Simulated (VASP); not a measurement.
# SrO (P6_3/mmc) in VASP: a series of runs, part 2 of 2

VASP 6.6.1.

### 3 Single point, r2SCAN

Contents of POSCAR:

```
SrO
1.0
    4.2700252748      0.0000000000      0.0000000000
   -2.1350126374      3.6979503628      0.0000000000
    0.0000000000      0.0000000000      5.1444569797
Sr O
2 2
Direct
    0.3333333333      0.6666666667      0.2500000000
    0.6666666667      0.3333333333      0.7500000000
    0.6666666667      0.3333333333      0.2500000000
    0.3333333333      0.6666666667      0.7500000000
```

Contents of INCAR.step1:

```
SYSTEM = SrO
PREC = Accurate
ENCUT = 520
ISMEAR = 0
SIGMA = 0.01
LREAL = .FALSE.
LASPH = .TRUE.
NELM = 60
NBANDS = 24
GGA = PE
ALGO = Normal
EDIFF = 1E-4
LWAVE = .TRUE.
LCHARG = .FALSE.
```

Contents of INCAR.step2:

```
SYSTEM = SrO
PREC = Accurate
ENCUT = 520
EDIFF = 1E-6
ISMEAR = 0
SIGMA = 0.01
LREAL = .FALSE.
LASPH = .TRUE.
NELM = 60
ALGO = Normal
ISIF = 2
LWAVE = .FALSE.
LCHARG = .FALSE.
METAGGA = R2SCAN
LMIXTAU = .TRUE.
NBANDS = 24
ISTART = 1
```

Contents of KPOINTS:

```
Automatic mesh
0
G
  12 12 6
  0 0 0
```

Potentials or basis: VASP PAW PBE potentials, release 64 (Sr_sv, O).

Run with:

```sh
$ cat potpaw_PBE.64/Sr_sv/POTCAR potpaw_PBE.64/O/POTCAR > POTCAR
$ cp INCAR.step1 INCAR
$ mpirun -np 1 vasp_std > vasp.out
$ cp INCAR.step2 INCAR
$ mpirun -np 1 vasp_std > vasp.out
```

OUTCAR:

```text
SYSTEM = SrO
   PREC = Accurate
   ENCUT = 520
   EDIFF = 1E-6
   ISMEAR = 0
   LREAL = .FALSE.
   LASPH = .TRUE.
   NELM = 60
   ISIF = 2
   METAGGA = R2SCAN
   ISTART = 1

 ion  position               nearest neighbor table
   1  0.333  0.667  0.250-   3 2.47   3 2.47   3 2.47   4 2.57   4 2.57   2 3.56   2 3.56   2 3.56
                             2 3.56   2 3.56   2 3.56
   2  0.667  0.333  0.750-   4 2.47   4 2.47   4 2.47   3 2.57   3 2.57   1 3.56   1 3.56   1 3.56
                             1 3.56   1 3.56   1 3.56
   3  0.667  0.333  0.250-   1 2.47   1 2.47   1 2.47   2 2.57   2 2.57
   4  0.333  0.667  0.750-   2 2.47   2 2.47   2 2.47   1 2.57   1 2.57

  LATTYP: Found a hexagonal cell.
 ALAT       =     4.2700252748
 C/A-ratio  =     1.2047837305

  Lattice vectors:

 A1 = (   4.2700252748,   0.0000000000,   0.0000000000)
 A2 = (  -2.1350126374,   3.6979503628,   0.0000000000)
 A3 = (   0.0000000000,   0.0000000000,   5.1444569797)

Analysis of symmetry for initial positions (statically):
=====================================================================
 Subroutine PRICEL returns:
 Original cell was already a primitive cell.

 Routine SETGRP: Setting up the symmetry group for a
 hexagonal supercell.

 Subroutine GETGRP returns: Found 24 space group operations
 (whereof 12 operations were pure point group operations)
 out of a pool of 24 trial point group operations.

The static configuration has the point symmetry D_3d.
 The point group associated with its full space group is D_6h.

Analysis of symmetry for dynamics (positions and initial velocities):
=====================================================================
 Subroutine PRICEL returns:
 Original cell was already a primitive cell.

 Routine SETGRP: Setting up the symmetry group for a
 hexagonal supercell.

 Subroutine GETGRP returns: Found 24 space group operations
 (whereof 12 operations were pure point group operations)
[... 120 lines left out ...]
   EMIN   =  10.00;   EMAX   =-10.00  energy-range for DOS
   EFERMI =   0.00;   METHOD = LEGACY
   ISMEAR =     0;   SIGMA  =   0.01  broadening in eV -4-tet -1-fermi 0-gaus
   EFERMI_NEDOS =   21; number of points for ismear=-14 and -15
   IALGO  =     38    algorithm
   IMIX   =      4    mixing-type and parameters
     AMIX     =   0.40;   BMIX     =  1.00
     AMIX_MAG =   1.60;   BMIX_MAG =  1.00
  volume/ion in A,a.u.               =      20.31       137.05
  Fermi-wavevector in a.u.,A,eV,Ry     =   1.200092  2.267845 19.595387  1.440220
  Thomas-Fermi vector in A             =   2.335937
   LORBIT       =      0    0 simple, 1 ext, 2 COOP (PROOUT), +10 PAW based schemes
   METAGGA = R2SCAN    functional components
   LHFCALC =     F    Hartree Fock is set to
   AEXX    =    0.0000 exact exchange contribution
   IVDW    =     0    specifies the selected vdW correction
   LEPSILON=     F    determine dielectric tensor
   LRPA    =     F    only Hartree local field effects (RPA)
 non-spin polarized calculation
 Gauss-broadening in eV      SIGMA  =   0.01
  energy-cutoff  :      520.00
  volume of cell :       81.23
 maximum number of plane-waves:      2208
 NGX is ok and might be reduce to    32
   NGX = 15   NGY = 15   NGZ = 19

 number of electron      32.0000008 magnetization

 Free energy of the ion-electron system (eV)
  ---------------------------------------------------
  ext. energy  EPLUGINS =         0.00000000
  ---------------------------------------------------
  free energy    TOTEN  =       -53.76421357 eV

  energy without entropy =      -53.76421357  energy(sigma->0) =      -53.76421357

 E-fermi :   0.5219     XC(G=0):  -9.4853

 val. band max:        0.4542049845   @ k =   0.0000   0.0000   0.0000
 cond. band min:       3.4765179500   @ k =   0.0000   0.0000   0.0000
 fundamental gap:      3.0223129654
 Fermi energy:         0.5218921923

 k-point     1 :       0.0000    0.0000    0.0000
  band No.  band energies     occupation
      1     -33.0182      2.00000
      2     -32.8479      2.00000
      3     -15.5453      2.00000
      4     -15.5276      2.00000
      5     -14.9263      2.00000
      6     -14.5312      2.00000
[... 637 lines left out ...]
     23       9.8340      0.00000
     24      10.0464      0.00000

 [... further k-points ...]
[... 5 lines left out ...]
  --------------------------------------------------------------------------------------
  -------------------------------------------------------------------------------------
  Total        0.2414003      0.2414003      0.2393808     -0.0000000     -0.0000000      0.0000000
  in kB        4.7612103      4.7612103      4.7213787     -0.0000000     -0.0000000      0.0000000
  external PRESSURE =       4.7479331 kB  Pullay stress =       0.0000000 kB

 VOLUME and BASIS-vectors are now :
 -----------------------------------------------------------------------------
  energy-cutoff  :      520.00
  volume of cell :       81.23
      direct lattice vectors                 reciprocal lattice vectors
     4.270025275  0.000000000  0.000000000     0.234190651  0.135210036  0.000000000
    -2.135012637  3.697950363  0.000000000     0.000000000  0.270420071  0.000000000
     0.000000000  0.000000000  5.144456980     0.000000000  0.000000000  0.194383976

 POSITION                                       TOTAL-FORCE (eV/Angst)
 -----------------------------------------------------------------------------------
     -0.00000      2.46530      1.28611         0.000000     -0.000000      0.000000
      2.13501      1.23265      3.85834        -0.000000     -0.000000      0.000000
      2.13501      1.23265      1.28611         0.000000     -0.000000      0.000000
     -0.00000      2.46530      3.85834        -0.000000      0.000000      0.000000
 -----------------------------------------------------------------------------------
    total drift:                               -0.000000     -0.000000     -0.000000

  FREE ENERGIE OF THE ION-ELECTRON SYSTEM (eV)
  ---------------------------------------------------
  free  energy   TOTEN  =       -53.7642135736 eV

  energy  without entropy=      -53.7642135736  energy(sigma->0) =      -53.76421357
```

OUTCAR.step1:

```text
SYSTEM = SrO
   PREC = Accurate
   ENCUT = 520
   ISMEAR = 0
   LREAL = .FALSE.
   LASPH = .TRUE.
   NELM = 60
[... 881 lines left out ...]
      2.13501      1.23265      3.85834        -0.000000     -0.000000      0.000000
      2.13501      1.23265      1.28611         0.000000     -0.000000      0.000000
     -0.00000      2.46530      3.85834        -0.000000      0.000000      0.000000
 -----------------------------------------------------------------------------------
    total drift:                               -0.000000     -0.000000     -0.000000

  FREE ENERGIE OF THE ION-ELECTRON SYSTEM (eV)
  ---------------------------------------------------
  free  energy   TOTEN  =       -23.8949287001 eV

  energy  without entropy=      -23.8949287001  energy(sigma->0) =      -23.89492870
```

OSZICAR.step1:

```text
N       E                     dE             d eps       ncg     rms          rms(c)
DAV:   1     0.196708109864E+03    0.19671E+03   -0.16315E+04  3648   0.125E+03
DAV:   2    -0.161594502793E+02   -0.21287E+03   -0.19842E+03  5096   0.287E+02
DAV:   3    -0.292827164494E+02   -0.13123E+02   -0.13033E+02  5632   0.665E+01
DAV:   4    -0.296808484925E+02   -0.39813E+00   -0.39785E+00  5072   0.929E+00
DAV:   5    -0.296857552527E+02   -0.49068E-02   -0.49066E-02  5200   0.100E+00    0.239E+01
DAV:   6    -0.241917484975E+02    0.54940E+01   -0.25856E+01  4208   0.265E+01    0.287E+01
DAV:   7    -0.239993422869E+02    0.19241E+00   -0.19414E+00  4816   0.797E+00    0.170E+01
DAV:   8    -0.238888595869E+02    0.11048E+00   -0.53121E-01  4368   0.501E+00    0.250E+00
DAV:   9    -0.238872304229E+02    0.16292E-02   -0.53582E-02  5064   0.145E+00    0.505E-01
DAV:  10    -0.238940838042E+02   -0.68534E-02   -0.68241E-03  3840   0.494E-01    0.206E-01
DAV:  11    -0.238946041822E+02   -0.52038E-03   -0.20157E-03  4824   0.237E-01    0.120E-01
DAV:  12    -0.238949284638E+02   -0.32428E-03   -0.53917E-04  3744   0.123E-01    0.297E-02
DAV:  13    -0.238949287001E+02   -0.23631E-06   -0.19842E-05  3472   0.281E-02
   1 F= -.23894929E+02 E0= -.23894929E+02  d E =-.227946E-59
```

It took 5.3 min on 1 thread of Intel Xeon Platinum 8259CL at 2.50GHz (Skylake/Cascade Lake), shared host; peak memory 0.29 GiB.

Results:

| Item | Value |
| --- | --- |
| Free energy | -53.7642 eV |
| Pressure | 0.5 GPa |
| Band gap on the k mesh | 3.02 eV, direct |

Caveat: the PAW data sets were made with another functional, which shifts forces and pressure a little. A k mesh can miss the band edges.
